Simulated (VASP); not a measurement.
Crystal: SrO.

```xyz
2
Lattice="0.0000 2.5663 2.5663 2.5663 0.0000 2.5663 2.5663 2.5663 0.0000" Properties=species:S:1:pos:R:3 pbc="T T T"
Sr    2.5663    2.5663    2.5663
O     0.0000    0.0000    0.0000
```

| Item | Value |
| --- | --- |
| Program | VASP 6.6.1 |
| Task | relaxation of cell and atoms |
| Functional | SVWN5 |
| Potentials or basis | VASP PAW PBE potentials, release 64 (Sr_sv, O) |
| Cutoff | 600 eV |
| k mesh | 9 × 9 × 9 |
| Occupations | fermi-dirac, width 0.05 eV |
| Spin | no spin polarisation |

At the start: pressure -3.3 GPa; volume 16.90 Å³/atom.

Q: How do energy, volume and symmetry change on relaxing?

A: Over 3 steps the energy falls by 6.1 meV/atom and the volume is 16.33 Å³/atom (-3.4 %); space group Fm-3m (No. 225, to 0.05 Å).

The path:
```
step  energy change (eV)  largest force (eV/Å)  pressure (GPa)  volume (Å³)
   1              0.0000                0.0000           -3.30        33.80
   2             -0.0092                0.0000            1.79        32.13
   3             -0.0122                0.0000            0.00        32.66
```

Final structure:
```cif
data_structure
_symmetry_space_group_name_H-M 'P 1'
_symmetry_Int_Tables_number 1
_cell_length_a 3.5880
_cell_length_b 3.5880
_cell_length_c 3.5880
_cell_angle_alpha 60.000
_cell_angle_beta 60.000
_cell_angle_gamma 60.000
_cell_volume 32.66
loop_
_atom_site_label
_atom_site_type_symbol
_atom_site_fract_x
_atom_site_fract_y
_atom_site_fract_z
_atom_site_occupancy
Sr1 Sr 0.50000 0.50000 0.50000 1
O1 O 0.00000 0.00000 0.00000 1
```

Caveat: the PAW data sets were made with another functional, which shifts forces and pressure a little.
